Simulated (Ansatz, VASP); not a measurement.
**Two plane-wave programs on Co**

```
Co
1.0
     2.48736    0.00000    0.00000
    -1.24368    2.15412    0.00000
     0.00000    0.00000    4.06329
Co
2
Direct
  0.33333 0.66667 0.74014
  0.66667 0.33333 0.25986
```

Alike in both runs: task single point; functional PBE; k mesh 10 × 10 × 6; occupations fermi-dirac, width 0.05 eV; collinear spin; fixed moment 0 μB.

|  | VASP | Ansatz |
| --- | --- | --- |
| version | VASP 6.6.1 | Ansatz 0.2.0 |
| potentials or method | VASP PAW PBE potentials, release 64 (Co_sv) | Ansatz PAW |
| plane-wave cutoff (eV) | 690 | 420 |
| valence electrons in the cell | 34 | 34 |

Ansatz gave:

```
pressure (GPa)                                                : -10.9
traceless stress, the component that is largest in VASP (GPa) : -1.10
rms of the force components (eV/Å)                            : 0.339
```

Q: What did VASP give for the same quantities?

A: Pressure (GPa): -12.2; traceless stress, the component that is largest in VASP (GPa): -1.08; rms of the force components (eV/Å): 0.337.

Atom by atom the forces differ by 0.002 eV/Å (rms over components). The functional is the same, so the differences come from potentials, cutoffs and numerics.
